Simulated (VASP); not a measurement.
# SnSe2 (P-3m1) in VASP: a series of runs

Runs on SnSe2. Level: PBE+D3(BJ). Tasks: single point, relaxation of shape and atoms at fixed volume.

Everything below comes from runs of VASP 6.6.1. Logs are shortened: lines on timing, memory, paths and dates and some standing lists are left out, and cuts for length are marked.

## (1) The cell of the first run

The structure is trigonal, space group P-3m1 (No. 164). Conventional cell: a = 3.858 Å, b = 3.858 Å, c = 6.307 Å, α = 90.00°, β = 90.00°, γ = 120.00°. Sn (site symmetry -3m) has 6 Se at 2.74 Å within 3.6 Å. Within 3.6 Å of Se (site symmetry 3m) lie 3 Sn at 2.74 Å.

## (2) Single point, PBE+D3(BJ) (27.11 Å³/atom)

File INCAR:

```
PREC     = Accurate       # precision mode
ENCUT    = 500            # plane-wave cutoff, eV
EDIFF    = 1E-6           # SCF threshold, eV
ISMEAR   = 0              # smearing method
SIGMA    = 0.02           # smearing width, eV
LREAL    = False          # projectors in reciprocal space
LASPH    = True           # aspherical terms in the spheres
NELM     = 120            # most SCF steps
ALGO     = Normal         # electronic algorithm
ISIF     = 2              # what is computed and relaxed
LWAVE    = False          # write WAVECAR
LCHARG   = True           # write CHGCAR
GGA      = PE             # functional
IVDW     = 12             # dispersion correction
LELF     = True           # ELF
LVHAR    = True         
NBANDS   = 20             # bands
GGA_COMPAT= False
```

File KPOINTS:

```
Automatic mesh
0
Gamma
  12 12 6
```

File POSCAR:

```
SnSe2
1.0
    3.8583928699      0.0000000000      0.0000000000
   -1.9291964350      3.3414662431      0.0000000000
    0.0000000000      0.0000000000      6.3071617110
Sn Se
1 2
Direct
    0.0000000000      0.0000000000      0.0000000000
    0.3333333333      0.6666666667      0.2528740145
    0.6666666667      0.3333333333      0.7471259855
```

Potentials or basis: VASP PAW PBE potentials, release 64 (Sn_d, Se).

Run with:

```
> cat potpaw_PBE.64/Sn_d/POTCAR potpaw_PBE.64/Se/POTCAR > POTCAR
> mpirun -np 1 vasp_std > vasp.out
```

OUTCAR:

```text
PREC = Accurate
   ENCUT = 500
   EDIFF = 1E-6
   ISMEAR = 0
   LREAL = False
   LASPH = True
   NELM = 120
   ISIF = 2
   GGA = PE
   IVDW = 12
 IVDW          = 12

 ion  position               nearest neighbor table
   1  0.000  0.000  0.000-   2 2.74   3 2.74   3 2.74   2 2.74   3 2.74   2 2.74
   2  0.333  0.667  0.253-   1 2.74   1 2.74   1 2.74
   3  0.667  0.333  0.747-   1 2.74   1 2.74   1 2.74

  LATTYP: Found a hexagonal cell.
 ALAT       =     3.8583928699
 C/A-ratio  =     1.6346603168

  Lattice vectors:

 A1 = (   3.8583928699,   0.0000000000,   0.0000000000)
 A2 = (  -1.9291964350,   3.3414662431,   0.0000000000)
 A3 = (   0.0000000000,   0.0000000000,   6.3071617110)

Analysis of symmetry for initial positions (statically):
=====================================================================
 Subroutine PRICEL returns:
 Original cell was already a primitive cell.

 Routine SETGRP: Setting up the symmetry group for a
 hexagonal supercell.

 Subroutine GETGRP returns: Found 12 space group operations
 (whereof 12 operations were pure point group operations)
 out of a pool of 24 trial point group operations.

The static configuration has the point symmetry D_3d.

Analysis of symmetry for dynamics (positions and initial velocities):
=====================================================================
 Subroutine PRICEL returns:
 Original cell was already a primitive cell.

 Routine SETGRP: Setting up the symmetry group for a
 hexagonal supercell.

 Subroutine GETGRP returns: Found 12 space group operations
 (whereof 12 operations were pure point group operations)
 out of a pool of 24 trial point group operations.

The dynamic configuration has the point symmetry D_3d.

 Subroutine INISYM returns: Found 12 space group operations
 (whereof 12 operations are pure point group operations),
 and found     1 'primitive' translations

----------------------------------------------------------------------------------------

                                     Primitive cell

  volume of cell :      81.3163

  direct lattice vectors                    reciprocal lattice vectors
     3.858392870  0.000000000  0.000000000     0.259175266  0.149634910  0.000000000
    -1.929196435  3.341466243  0.000000000     0.000000000  0.299269820  0.000000000
     0.000000000  0.000000000  6.307161711     0.000000000  0.000000000  0.158549922

  length of vectors
     3.858392870  3.858392870  6.307161711     0.299269820  0.299269820  0.158549922

  position of ions in fractional coordinates (direct lattice)
     0.000000000  0.000000000  0.000000000
     0.333333333  0.666666667  0.252874015
     0.666666667  0.333333333  0.747125985

  ion indices of the primitive-cell ions
   primitive index   ion index
                 1           1
                 2           2
                 3           3

----------------------------------------------------------------------------------------

 KPOINTS: Automatic mesh

Automatic generation of k-mesh.
 Grid dimensions read from file:
 generate k-points for:   12   12    6

 Generating k-lattice:

  Cartesian coordinates                     Fractional coordinates (reciprocal lattice)
     0.021597939  0.012469576  0.000000000     0.083333333  0.000000000  0.000000000
     0.000000000  0.024939152  0.000000000     0.000000000  0.083333333  0.000000000
     0.000000000  0.000000000  0.026424987     0.000000000  0.000000000  0.166666667

  Length of vectors
     0.024939152  0.024939152  0.026424987

  Shift w.r.t. Gamma in fractional coordinates (k-lattice)
     0.000000000  0.000000000  0.000000000

 Subroutine IBZKPT returns following result:
 ===========================================

 Found    100 irreducible k-points:

 Following reciprocal coordinates:
            Coordinates               Weight
  0.000000  0.000000  0.000000      1.000000
  0.083333  0.000000  0.000000      6.000000
  0.166667 -0.000000  0.000000      6.000000
  0.250000  0.000000  0.000000      6.000000
  0.333333 -0.000000  0.000000      6.000000
  0.416667  0.000000  0.000000      6.000000
[... 16 lines left out ...]
  0.166667 -0.000000  0.166667      6.000000
  0.000000  0.166667  0.166667      6.000000
 [... further k-points ...]
   k-points           NKPTS =    100   k-points in BZ     NKDIM =    100   number of bands    NBANDS=     20
   number of dos      NEDOS =    301   number of ions     NIONS =      3
   total plane-waves  NPLWV =  37632
   dimension x,y,z NGX =    28 NGY =   28 NGZ =   48
   dimension x,y,z NGXF=    56 NGYF=   56 NGZF=   96
   ions per type =               1   2
   NGX,Y,Z   is equivalent  to a cutoff of  12.06, 12.06, 12.65 a.u.
   NGXF,Y,Z  is equivalent  to a cutoff of  24.13, 24.13, 25.30 a.u.
 SYSTEM =  unknown system
   PREC   = accura    normal or accurate (medium, high low for compatibility)
   ISTART =      0    job   : 0-new  1-cont  2-samecut
   ICHARG =      2    charge: 1-file 2-atom 10-const
   ISPIN  =      1    spin polarized calculation?
   LNONCOLLINEAR =      F non collinear calculations
   LSORBIT =      F    spin-orbit coupling
   LASPH  =      T    aspherical Exc in radial PAW
   ENCUT  =  500.0 eV  36.75 Ry    6.06 a.u.   7.03  7.03 11.50*2*pi/ulx,y,z
   NELM   =    120;   NELMIN=  2; NELMDL= -5     # of ELM steps
   EDIFF  = 0.1E-05   stopping-criterion for ELM
   LREAL  =      F    real-space projection
   EDIFFG = 0.1E-04   stopping-criterion for IOM
   NSW    =      0    number of steps for IOM
   IBRION =     -1    ionic relax: 0-MD 1-quasi-New 2-CG
   NFREE  =      0    steps in history (QN), initial steepest desc. (CG)
   ISIF   =      2    stress and relaxation
   ISYM   =      2    0-nonsym 1-usesym 2-fastsym
   POTIM  = 0.5000    time-step for ionic-motion
   TEBEG  =    0.0;   TEEND  =   0.0 temperature during run
   PSTRESS=    0.0 pullay stress
   NELECT =      26.0000    total number of electrons
   NUPDOWN=      -1.0000    fix difference up-down
   EMIN   =  10.00;   EMAX   =-10.00  energy-range for DOS
   EFERMI =   0.00;   METHOD = LEGACY
   ISMEAR =     0;   SIGMA  =   0.02  broadening in eV -4-tet -1-fermi 0-gaus
   EFERMI_NEDOS =   21; number of points for ismear=-14 and -15
   IALGO  =     38    algorithm
   IMIX   =      4    mixing-type and parameters
     AMIX     =   0.40;   BMIX     =  1.00
     AMIX_MAG =   1.60;   BMIX_MAG =  1.00
  volume/ion in A,a.u.               =      27.11       182.92
  Fermi-wavevector in a.u.,A,eV,Ry     =   1.119455  2.115464 17.050553  1.253180
  Thomas-Fermi vector in A             =   2.256095
   LORBIT       =      0    0 simple, 1 ext, 2 COOP (PROOUT), +10 PAW based schemes
   GGA     = PE    functional components
   LHFCALC =     F    Hartree Fock is set to
   AEXX    =    0.0000 exact exchange contribution
   IVDW    =    12    specifies the selected vdW correction
   LEPSILON=     F    determine dielectric tensor
   LRPA    =     F    only Hartree local field effects (RPA)
 non-spin polarized calculation
 Gauss-broadening in eV      SIGMA  =   0.02
  energy-cutoff  :      500.00
  volume of cell :       81.32
 maximum number of plane-waves:      2082
   NGX = 15   NGY = 15   NGZ = 23

 number of electron      26.0000004 magnetization

 Free energy of the ion-electron system (eV)
  ---------------------------------------------------
  ext. energy  EPLUGINS =         0.00000000
  ---------------------------------------------------
  free energy    TOTEN  =       -11.85355485 eV

  energy without entropy =      -11.85355485  energy(sigma->0) =      -11.85355485

 E-fermi :   3.7811     XC(G=0):  -9.2387

 val. band max:        3.6160522975   @ k =   0.0833   0.0833   0.0000
 cond. band min:       4.2526441374   @ k =   0.5000   0.0000   0.3333
 fundamental gap:      0.6365918400
 Fermi energy:         3.7811477971

 k-point     1 :       0.0000    0.0000    0.0000
  band No.  band energies     occupation
      1     -17.5662      2.00000
      2     -17.5662      2.00000
      3     -17.5333      2.00000
      4     -17.5232      2.00000
      5     -17.5232      2.00000
      6      -9.9392      2.00000
[... 12 lines left out ...]
     19      12.5967      0.00000
     20      12.5967      0.00000

 k-point     2 :       0.0833    0.0000    0.0000
  band No.  band energies     occupation
      1     -17.5686      2.00000
      2     -17.5638      2.00000
      3     -17.5316      2.00000
      4     -17.5248      2.00000
      5     -17.5231      2.00000
      6      -9.8747      2.00000
[... 12 lines left out ...]
     19      11.9228      0.00000
     20      12.6868      0.00000

 k-point     3 :       0.1667   -0.0000    0.0000
  band No.  band energies     occupation
      1     -17.5758      2.00000
      2     -17.5579      2.00000
      3     -17.5301      2.00000
      4     -17.5254      2.00000
      5     -17.5222      2.00000
      6      -9.6859      2.00000
[... 12 lines left out ...]
     19      11.8700      0.00000
     20      12.8929      0.00000

 k-point     4 :       0.2500    0.0000    0.0000
  band No.  band energies     occupation
      1     -17.5867      2.00000
      2     -17.5515      2.00000
      3     -17.5349      2.00000
      4     -17.5191      2.00000
      5     -17.5183      2.00000
      6      -9.3891      2.00000
[... 12 lines left out ...]
     19      11.9107      0.00000
     20      13.0714      0.00000

 k-point     5 :       0.3333   -0.0000    0.0000
  band No.  band energies     occupation
      1     -17.5984      2.00000
      2     -17.5477      2.00000
      3     -17.5395      2.00000
      4     -17.5135      2.00000
      5     -17.5107      2.00000
      6      -9.0201      2.00000
[... 12 lines left out ...]
     19      12.5750      0.00000
     20      13.2952      0.00000
[... 353 lines left out ...]
      6      -9.8386      2.00000
[... 12 lines left out ...]
     19      11.8775      0.00000
     20      12.6904      0.00000

 k-point    22 :       0.0000    0.0833    0.1667
  band No.  band energies     occupation
      1     -17.5686      2.00000
      2     -17.5638      2.00000
      3     -17.5316      2.00000
      4     -17.5248      2.00000
      5     -17.5231      2.00000
      6      -9.8386      2.00000
[... 12 lines left out ...]
     19      11.7654      0.00000
     20      12.4320      0.00000

 k-point    23 :       0.1667   -0.0000    0.1667
  band No.  band energies     occupation
      1     -17.5758      2.00000
      2     -17.5579      2.00000
      3     -17.5301      2.00000
      4     -17.5254      2.00000
      5     -17.5222      2.00000
      6      -9.6507      2.00000
[... 12 lines left out ...]
     19      12.1937      0.00000
     20      12.4449      0.00000

 k-point    24 :       0.0000    0.1667    0.1667
  band No.  band energies     occupation
      1     -17.5758      2.00000
      2     -17.5579      2.00000
      3     -17.5302      2.00000
      4     -17.5254      2.00000
      5     -17.5222      2.00000
      6      -9.6506      2.00000
[... 12 lines left out ...]
     19      11.6448      0.00000
     20      12.6318      0.00000

 [... further k-points ...]

------------------------ aborting loop because EDIFF is reached ----------------------------------------

 Edisp (eV)   -1.02641

 E8    (eV) :    -0.4492

  FORCE on cell =-STRESS in cart. coord.  units (eV):
  Direction    XX          YY          ZZ          XY          YZ          ZX
  --------------------------------------------------------------------------------------
  -------------------------------------------------------------------------------------
  Total      -0.56251    -0.56251    -0.54876     0.00000     0.00000     0.00000
  in kB     -11.08317   -11.08317   -10.81216     0.00000     0.00000     0.00000
  external pressure =      -10.99 kB  Pullay stress =        0.00 kB

 VOLUME and BASIS-vectors are now :
 -----------------------------------------------------------------------------
  energy-cutoff  :      500.00
  volume of cell :       81.32
      direct lattice vectors                 reciprocal lattice vectors
     3.858392870  0.000000000  0.000000000     0.259175266  0.149634910  0.000000000
    -1.929196435  3.341466243  0.000000000     0.000000000  0.299269820  0.000000000
     0.000000000  0.000000000  6.307161711     0.000000000  0.000000000  0.158549922

 POSITION                                       TOTAL-FORCE (eV/Angst)
 -----------------------------------------------------------------------------------
      0.00000      0.00000      0.00000         0.000000      0.000000      0.000000
     -0.00000      2.22764      1.59492        -0.000000     -0.000000      0.014552
      1.92920      1.11382      4.71224        -0.000000      0.000000     -0.014552
 -----------------------------------------------------------------------------------
    total drift:                                0.000000      0.000000      0.000000

  FREE ENERGIE OF THE ION-ELECTRON SYSTEM (eV)
  ---------------------------------------------------
  free  energy   TOTEN  =       -12.8799664469 eV

  energy  without entropy=      -12.8799664469  energy(sigma->0) =      -12.87996645
```

Run time: 3 min. Hardware: 1 thread of Intel Xeon 8259CL, shared host; peak memory 0.29 GiB.

What came out:

```yaml
Free_energy: -12.8800 eV
Pressure: -1.1 GPa
Largest_force: 0.015 eV/Å
Band_gap_on_the_k_mesh: 0.64 eV (least direct gap 1.05 eV)
Dispersion_energy_per_atom: -0.342 eV
```

Forces in eV/Å, atoms in the order of the input:
```
Sn   0.000  0.000  0.000
Se   0.000  0.000  0.015
Se   0.000  0.000 -0.015
```

Caveat: spin-orbit coupling is left out, which moves the levels of the heavy elements. A k mesh can miss the band edges.

## (3) Single point, PBE+D3(BJ) (28.13 Å³/atom)

This run uses another cell than the first one, of 28.13 Å³/atom.

File INCAR:

```
PREC = Accurate
ENCUT = 500
EDIFF = 1E-6
ISMEAR = 0
SIGMA = 0.02
LREAL = F
LASPH = T
NELM = 120
ALGO = Normal
ISIF = 2
LWAVE = F
LCHARG = F
GGA = PE
IVDW = 12
NBANDS = 20
GGA_COMPAT = F
```

File KPOINTS:

```
regular mesh
0
Gamma
  12 12 6
```

File POSCAR:

```
SnSe2
1.0
    3.8646733158      0.0000000000      0.0000000000
   -1.9323366579      3.3469052688      0.0000000000
    0.0000000000      0.0000000000      6.5239121117
Sn Se
1 2
Direct
    0.0000000000      0.0000000000      0.0000000000
    0.3333333333      0.6666666667      0.2445791737
    0.6666666667      0.3333333333      0.7554208263
```

Potentials or basis: VASP PAW PBE potentials, release 64 (Sn_d, Se).

Run with:

```
> cat potpaw_PBE.64/Sn_d/POTCAR potpaw_PBE.64/Se/POTCAR > POTCAR
> mpirun -np 1 vasp_std > vasp.out
```

Wall time 3.2 min (1 thread of Intel Xeon 8259CL, shared host); peak memory 0.3 GiB.

It converged, with:

- Free energy: -12.8545 eV
- Pressure: -1.4 GPa
- Largest force: 0.010 eV/Å
- Band gap on the k mesh: 0.66 eV (least direct gap 1.11 eV)
- Dispersion energy per atom: -0.329 eV

Forces on the atoms (eV/Å):
```
Sn   0.000  0.000  0.000
Se   0.000  0.000  0.010
Se   0.000  0.000 -0.010
```

Levels at points of the mesh, in eV from the valence-band top:
| k point | band 10 | band 11 | band 12 | band 13 | band 14 | band 15 | band 16 | band 17 |
| --- | --- | --- | --- | --- | --- | --- | --- | --- |
| (0.00, 0.00, 0.00) | -0.50 | -0.28 | -0.19 | -0.19 | 0.96 | 3.08 | 4.60 | 4.60 |
| (0.50, 0.00, 0.00) | -2.61 | -2.27 | -1.01 | -0.26 | 1.03 | 3.79 | 5.38 | 5.53 |
| (0.00, 0.00, 0.50) | -0.56 | -0.56 | -0.10 | -0.10 | 2.19 | 2.98 | 4.43 | 4.43 |
| (0.50, 0.00, 0.50) | -2.16 | -1.97 | -0.71 | -0.51 | 0.67 | 4.18 | 4.76 | 5.80 |

Caveat: spin-orbit coupling is left out, which moves the levels of the heavy elements.

## (4) Relaxation of shape and atoms at fixed volume, PBE+D3(BJ) (22.50 Å³/atom)

This run uses another cell than the first one, of 22.50 Å³/atom.

File INCAR:

```
SYSTEM = SnSe2
PREC = Accurate ; ENCUT = 500
EDIFF = 1E-7 ; ISMEAR = 0
SIGMA = 0.02 ; LREAL = .FALSE.
LASPH = .TRUE. ; NELM = 120
ALGO = Normal ; ISIF = 4
LWAVE = .FALSE. ; LCHARG = .FALSE.
GGA = PE ; IVDW = 12
IBRION = 2 ; NSW = 50
EDIFFG = -0.01 ; GGA_COMPAT = .FALSE.
NELMIN = 4
```

File KPOINTS:

```
regular mesh
0
G
  12 12 6
  0 0 0
```

File POSCAR:

```
SnSe2
1.0
    3.7445434912      0.0000000000      0.0000000000
   -1.8722717456      3.2428697890      0.0000000000
    0.0000000000      0.0000000000      5.5593742038
Sn Se
1 2
Direct
    0.0000000000      0.0000000000      0.0000000000
    0.3333333333      0.6666666667      0.2830331316
    0.6666666667      0.3333333333      0.7169668684
```

Run with:

```
> cat potpaw_PBE.64/Sn_d/POTCAR potpaw_PBE.64/Se/POTCAR > POTCAR
> mpirun -np 1 vasp_std > vasp.out
```

It took 12 min on 1 thread of Intel Xeon 8259CL, shared host; peak memory 0.27 GiB.

It converged, with:

| Property | Result |
| --- | --- |
| Free energy | -12.7459 eV |
| Energy gained by relaxing | 2.8 meV/atom |
| Ionic steps | 8 |
| Pressure after relaxing | 6.3 GPa |
| Largest force after relaxing | 0.009 eV/Å |
| Band gap on the k mesh | zero (bands 13 and 14 overlap by 0.38 eV) |
| Dispersion energy per atom | -0.417 eV |

Forces on the atoms (eV/Å):
```
Sn   0.000  0.000  0.000
Se   0.000  0.000  0.009
Se   0.000  0.000 -0.009
```

Step by step:
```csv
step,energy change (eV),largest force (eV/Å),pressure (GPa),volume (Å³)
1,0.0000,0.2649,7.38,67.51
2,-0.0048,0.1154,6.91,67.51
3,-0.0059,0.0098,6.56,67.51
4,-0.0071,0.0084,6.49,67.51
5,-0.0082,0.0080,6.39,67.51
6,-0.0083,0.0148,6.34,67.51
7,-0.0083,0.0183,6.32,67.51
8,-0.0084,0.0094,6.25,67.51
```

Final structure:
```yaml
crystal:
  lattice:
    - [3.76956, 0.00000, 0.00000]
    - [-1.88478, 3.26454, 0.00000]
    - [0.00000, 0.00000, 5.48582]
  atoms:
    - { symbol: Sn, position: [0.00000, 0.00000, 0.00000] }
    - { symbol: Se, position: [0.33333, 0.66667, 0.28956] }
    - { symbol: Se, position: [0.66667, 0.33333, 0.71044] }
```

Levels at points of the mesh, in eV from the Fermi level:
```
           k point  band 9  band 10  band 11  band 12  band 13  band 14  band 15  band 16  band 17
(0.00, 0.00, 0.00)   -1.27    -1.27    -1.09    -1.09    -0.14     0.55     2.76     4.40     4.40
(0.50, 0.00, 0.00)   -4.75    -4.34    -3.48    -2.88    -0.52     1.32     3.15     4.00     4.14
(0.00, 0.00, 0.50)   -3.35    -1.54    -1.54    -0.59    -0.59     2.50     2.73     3.55     3.55
(0.50, 0.00, 0.50)   -6.18    -2.74    -2.30    -1.97    -1.82     0.76     3.42     4.31     5.61
```

Caveat: semilocal functionals underestimate gaps, so a narrow gap can read as zero; spin-orbit coupling is left out, which moves the levels of the heavy elements.

(Continued in part 2 of 2.)
